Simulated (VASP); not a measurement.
# BaTiO3 (P4mm) in VASP: electric field gradients with PBEsol

Aim: the electric field gradients of BaTiO3 with PBEsol.

All numbers are computed with VASP 6.6.1; they aren't measurements. Logs are shortened: lines on timing, memory, paths and dates and some standing lists are left out, and cuts for length are marked.

## (1) The cell of the first run

The structure is tetragonal, space group P4mm (No. 99). Conventional cell: a = 4.040 Å, b = 4.040 Å, c = 4.018 Å, α = 90.00°, β = 90.00°, γ = 90.00°. Within 3.7 Å of Ba (site symmetry 4mm) lie 12 O at 2.81 to 2.89 Å and 8 Ti at 3.45 to 3.53 Å. Ti (site symmetry 4mm) has 6 O at 1.87 to 2.15 Å within 2.5 Å. Within 2.5 Å of O (site symmetry 4mm) lie 2 Ti at 1.87 to 2.15 Å. O (site symmetry 2mm) has 2 Ti at 2.02 Å and 4 Ba at 2.81 to 2.89 Å and 8 O at 2.85 to 2.86 Å within 2.9 Å.

## (2) Electric field gradients, PBEsol (equal xx and yy strain of +1 %)

INCAR reads:

```
SYSTEM = BaTiO3
PREC = Accurate
ENCUT = 1000
EDIFF = 1E-8
ISMEAR = -1
SIGMA = 0.08
LREAL = .FALSE.
LASPH = .TRUE.
NELM = 120
ALGO = Normal
ISIF = 2
LWAVE = .FALSE.
LCHARG = .FALSE.
GGA = PS
LEFG = .TRUE.
NBANDS = 28
GGA_COMPAT = .FALSE.
```

KPOINTS reads:

```
Automatic mesh
0
G
  7 7 7
  0 0 0
```

POSCAR reads:

```
BaTiO3
1.0
    4.0397980000      0.0000000000      0.0000000000
    0.0000000000      4.0397980000      0.0000000000
    0.0000000000      0.0000000000      4.0180000000
Ba Ti O
1 1 3
Direct
    0.0000000000      0.0000000000      0.0000000000
    0.5000000000      0.5000000000      0.4820000000
    0.5000000000      0.5000000000      0.0160000000
    0.5000000000      0.0000000000      0.5150000000
    0.0000000000      0.5000000000      0.5150000000
```

Potentials or basis: VASP PAW PBE potentials, release 64 (Ba_sv, Ti_sv, O_h).

Launch:

```
$ cat potpaw_PBE.64/Ba_sv/POTCAR potpaw_PBE.64/Ti_sv/POTCAR potpaw_PBE.64/O_h/POTCAR > POTCAR
$ mpirun -np 1 vasp_std > vasp.out
```

OUTCAR:

```text
SYSTEM = BaTiO3
   PREC = Accurate
   ENCUT = 1000
   EDIFF = 1E-8
   ISMEAR = -1
   LREAL = .FALSE.
   LASPH = .TRUE.
   NELM = 120
   ISIF = 2
   GGA = PS

 ion  position               nearest neighbor table
   1  0.000  0.000  0.000-   4 2.81   5 2.81   5 2.81   4 2.81   3 2.86   3 2.86   3 2.86   3 2.86
                             4 2.89   5 2.89   5 2.89   4 2.89   2 3.45   2 3.45   2 3.45   2 3.45
   2  0.500  0.500  0.482-   3 1.87   4 2.02   5 2.02   4 2.02   5 2.02   3 2.15   1 3.45   1 3.45
                             1 3.45   1 3.45   1 3.53   1 3.53   1 3.53   1 3.53
   3  0.500  0.500  0.016-   2 1.87   2 2.15   1 2.86   1 2.86   1 2.86   1 2.86
   4  0.500  0.000  0.515-   2 2.02   2 2.02   1 2.81   1 2.81   1 2.89   1 2.89
   5  0.000  0.500  0.515-   2 2.02   2 2.02   1 2.81   1 2.81   1 2.89   1 2.89

  LATTYP: Found a simple tetragonal cell.
 ALAT       =     4.0397980000
 C/A-ratio  =     0.9946041857

  Lattice vectors:

 A1 = (   4.0397980000,   0.0000000000,   0.0000000000)
 A2 = (   0.0000000000,   4.0397980000,   0.0000000000)
 A3 = (   0.0000000000,   0.0000000000,   4.0180000000)

Analysis of symmetry for initial positions (statically):
=====================================================================
 Subroutine PRICEL returns:
 Original cell was already a primitive cell.

 Routine SETGRP: Setting up the symmetry group for a
 simple tetragonal supercell.

 Subroutine GETGRP returns: Found  8 space group operations
 (whereof  8 operations were pure point group operations)
 out of a pool of 16 trial point group operations.

The static configuration has the point symmetry C_4v.

Analysis of symmetry for dynamics (positions and initial velocities):
=====================================================================
 Subroutine PRICEL returns:
 Original cell was already a primitive cell.

 Routine SETGRP: Setting up the symmetry group for a
 simple tetragonal supercell.

 Subroutine GETGRP returns: Found  8 space group operations
 (whereof  8 operations were pure point group operations)
 out of a pool of 16 trial point group operations.

The dynamic configuration has the point symmetry C_4v.

 Subroutine INISYM returns: Found  8 space group operations
 (whereof  8 operations are pure point group operations),
 and found     1 'primitive' translations
[... 152 lines left out ...]
 cond. band min:       5.5989033321   @ k =   0.0000   0.0000   0.0000
 fundamental gap:      1.7915599042
 Fermi energy:         4.7959512405

 k-point     1 :       0.0000    0.0000    0.0000
  band No.  band energies     occupation
      1     -52.4865      2.00000
      2     -28.8454      2.00000
      3     -28.7976      2.00000
      4     -28.7976      2.00000
      5     -20.9520      2.00000
      6     -12.9074      2.00000
[... 733 lines left out ...]
     27      12.1299      0.00000
     28      12.5431      0.00000

 [... further k-points ...]

------------------------ aborting loop because EDIFF is reached ----------------------------------------

  FORCE on cell =-STRESS in cart. coord.  units (eV):
  Direction    XX          YY          ZZ          XY          YZ          ZX
  --------------------------------------------------------------------------------------
  -------------------------------------------------------------------------------------
  Total       -2.4275592     -2.4275592     -1.0953094      0.0000000      0.0000000      0.0000000
  in kB      -59.3131762    -59.3131762    -26.7619764      0.0000000      0.0000000      0.0000000
  external PRESSURE =     -48.4627763 kB  Pullay stress =       0.0000000 kB

 VOLUME and BASIS-vectors are now :
 -----------------------------------------------------------------------------
  energy-cutoff  :     1000.00
  volume of cell :       65.57
      direct lattice vectors                 reciprocal lattice vectors
     4.039798000  0.000000000  0.000000000     0.247537129  0.000000000  0.000000000
     0.000000000  4.039798000  0.000000000     0.000000000  0.247537129  0.000000000
     0.000000000  0.000000000  4.018000000     0.000000000  0.000000000  0.248880040

 POSITION                                       TOTAL-FORCE (eV/Angst)
 -----------------------------------------------------------------------------------
      0.00000      0.00000      0.00000        -0.000000      0.000000     -0.084117
      2.01990      2.01990      1.93668        -0.000000     -0.000000     -0.001461
      2.01990      2.01990      0.06429        -0.000000     -0.000000      0.429829
      2.01990      0.00000      2.06927        -0.000000      0.000000     -0.172125
      0.00000      2.01990      2.06927         0.000000      0.000000     -0.172125
 -----------------------------------------------------------------------------------
    total drift:                                0.000000     -0.000000      0.002302

  FREE ENERGIE OF THE ION-ELECTRON SYSTEM (eV)
  ---------------------------------------------------
  free  energy   TOTEN  =       -41.9793060237 eV

  energy  without entropy=      -41.9793041118  energy(sigma->0) =      -41.97930507

 Electric field gradients (V/A^2)
---------------------------------------------------------------------
 ion       V_xx      V_yy      V_zz      V_xy      V_xz      V_yz
---------------------------------------------------------------------
   1       2.930     2.930    -5.860    -0.000     0.000     0.000
   2       5.178     5.178   -10.356    -0.000    -0.000     0.000
   3      -6.616    -6.616    13.232     0.000     0.000    -0.000
   4     -12.207    28.520   -16.313     0.000     0.000    -0.000
   5      28.520   -12.207   -16.313    -0.000    -0.000     0.000
---------------------------------------------------------------------

 Electric field gradients after diagonalization (V/A^2)
 (convention: |V_zz| > |V_xx| > |V_yy|)
----------------------------------------------------------------------
 ion       V_xx      V_yy      V_zz     asymmetry (V_yy - V_xx)/ V_zz
----------------------------------------------------------------------
   1       2.930     2.930    -5.860       0.000
   2       5.178     5.178   -10.356       0.000
   3      -6.616    -6.616    13.232       0.000
   4     -16.313   -12.207    28.520       0.144
   5     -16.313   -12.207    28.520       0.144
----------------------------------------------------------------------

           NMR quadrupolar parameters

 Cq : quadrupolar parameter    Cq=e*Q*V_zz/h
 eta: asymmetry parameters     (V_yy - V_xx)/ V_zz
 Q  : nuclear electric quadrupole moment in mb (millibarn)
----------------------------------------------------------------------
 ion       Cq(MHz)       eta       Q (mb)
----------------------------------------------------------------------
   1      -0.014       0.000       1.000
   2      -0.025       0.000       1.000
   3       0.032       0.000       1.000
   4       0.069       0.144       1.000
   5       0.069       0.144       1.000
----------------------------------------------------------------------
```

OSZICAR:

```text
N       E                     dE             d eps       ncg     rms          rms(c)
DAV:   1     0.605261746171E+03    0.60526E+03   -0.30142E+04  2240   0.249E+03
DAV:   2     0.600569939974E+02   -0.54520E+03   -0.52031E+03  2324   0.565E+02
DAV:   3    -0.456794228354E+02   -0.10574E+03   -0.10048E+03  3436   0.196E+02
[... 11 lines left out ...]
DAV:  15    -0.419793059953E+02    0.98596E-05   -0.42403E-05  3152   0.614E-02    0.579E-03
DAV:  16    -0.419793061561E+02   -0.16080E-06   -0.29205E-06  2724   0.147E-02    0.190E-03
DAV:  17    -0.419793060006E+02    0.15557E-06   -0.50911E-07  3020   0.728E-03    0.887E-04
DAV:  18    -0.419793060188E+02   -0.18255E-07   -0.74810E-08  3040   0.194E-03    0.274E-04
DAV:  19    -0.419793060237E+02   -0.48813E-08   -0.93186E-09  1556   0.926E-04
   1 F= -.41979306E+02 E0= -.41979305E+02  d E =-.191193E-05
```

Wall time 3.2 min (1 thread of Intel Xeon Platinum 8259CL at 2.50GHz (Skylake/Cascade Lake), shared host); peak memory 0.4 GiB.

What came out:

```yaml
Free_energy: -41.9793 eV
Pressure: -4.8 GPa
Largest_force: 0.430 eV/Å
Band_gap_on_the_k_mesh: 1.79 eV (least direct gap 2.03 eV)
Largest_electric_field_gradient_by_atom: Ba -5.9; Ti -10.4; O +13.2, +28.5 (each value once) V/Å²
```

Forces on the atoms (eV/Å):
```
Ba   0.000  0.000 -0.084
Ti   0.000  0.000 -0.001
O    0.000  0.000  0.430
O    0.000  0.000 -0.172
O    0.000  0.000 -0.172
```

Levels at points of the mesh, in eV from the valence-band top:
```
           k point  band 16  band 17  band 18  band 19  band 20  band 21  band 22  band 23  band 24  band 25
(0.00, 0.00, 0.00)    -1.19    -1.00    -0.26    -0.23    -0.23     1.79     2.10     2.10     3.95     4.16
```

Electric field gradients, principal values (V/Å²):
```
atom    least   middle  greatest (by size)
1 Ba    2.930    2.930              -5.860
2 Ti    5.178    5.178             -10.356
 3 O   -6.616   -6.616              13.232
 4 O  -12.207  -16.313              28.520
 5 O  -12.207  -16.313              28.520
```

Caveat: the cell differs from its parent crystal (equal xx and yy strain of +1 %); the cell stands under tension; without QUAD_EFG the Cq values of the log hold for a quadrupole moment of 1 mb, not for the nuclei; the PAW data sets were made with another functional, which shifts forces and pressure a little; spin-orbit coupling is left out, which moves the levels of the heavy elements.
